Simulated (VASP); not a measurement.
Input of a VASP 6.6.1 run:

The input POSCAR.step1:

```
CaSe
1.0
    0.0000000000      2.8749725703      2.8749725703
    2.8749725703      0.0000000000      2.8749725703
    2.8749725703      2.8749725703      0.0000000000
Se Ca
1 1
Direct
    0.5000000000      0.5000000000      0.5000000000
    0.0000000000      0.0000000000      0.0000000000
```

POSCAR.step2

```
CaSe
1.0
    0.0000000000      2.9160491567      2.9160491567
    2.9160491567      0.0000000000      2.9160491567
    2.9160491567      2.9160491567      0.0000000000
Se Ca
1 1
Direct
    0.5000000000      0.5000000000      0.5000000000
    0.0000000000      0.0000000000      0.0000000000
```

The input POSCAR.step3:

```
CaSe
1.0
    0.0000000000      2.9560000000      2.9560000000
    2.9560000000      0.0000000000      2.9560000000
    2.9560000000      2.9560000000      0.0000000000
Se Ca
1 1
Direct
    0.5000000000      0.5000000000      0.5000000000
    0.0000000000      0.0000000000      0.0000000000
```

Contents of POSCAR.step4:

```
CaSe
1.0
    0.0000000000      2.9948991977      2.9948991977
    2.9948991977      0.0000000000      2.9948991977
    2.9948991977      2.9948991977      0.0000000000
Se Ca
1 1
Direct
    0.5000000000      0.5000000000      0.5000000000
    0.0000000000      0.0000000000      0.0000000000
```

The input POSCAR.step5:

```
CaSe
1.0
    0.0000000000      3.0328133390      3.0328133390
    3.0328133390      0.0000000000      3.0328133390
    3.0328133390      3.0328133390      0.0000000000
Se Ca
1 1
Direct
    0.5000000000      0.5000000000      0.5000000000
    0.0000000000      0.0000000000      0.0000000000
```

Contents of INCAR:

```
GGA      = PE             # functional
ISMEAR   = 0              # smearing method
SIGMA    = 0.03           # smearing width, eV
LWAVE    = F              # write WAVECAR
LCHARG   = F              # write CHGCAR
ISIF     = 2              # what is computed and relaxed
NSW      = 0              # ionic steps
PREC     = Accurate       # precision mode
LASPH    = T              # aspherical terms in the spheres
LREAL    = F              # projectors in reciprocal space
ALGO     = Normal         # electronic algorithm
EDIFF    = 1E-6           # SCF threshold, eV
NELM     = 120            # most SCF steps
GGA_COMPAT= F            
ENCUT    = 340            # plane-wave cutoff, eV
EFERMI   = MIDGAP
```

The input KPOINTS:

```
Automatic mesh
0
Gamma
  7 7 7
  0 0 0
```

Potentials or basis: VASP PAW PBE potentials, release 64 (Se, Ca_sv).

The run is started by

```sh
$ cat potpaw_PBE.64/Se/POTCAR potpaw_PBE.64/Ca_sv/POTCAR > POTCAR
$ cp POSCAR.step1 POSCAR
$ mpirun -np 1 vasp_std > vasp.out
$ cp POSCAR.step2 POSCAR
$ mpirun -np 1 vasp_std > vasp.out
$ cp POSCAR.step3 POSCAR
$ mpirun -np 1 vasp_std > vasp.out
$ cp POSCAR.step4 POSCAR
$ mpirun -np 1 vasp_std > vasp.out
$ cp POSCAR.step5 POSCAR
$ mpirun -np 1 vasp_std > vasp.out
```

(1) What does it give for the bulk modulus?

(2) Estimate the equilibrium volume.

Results:

(1) 48 GPa.

(2) 26.55 Å³/atom.
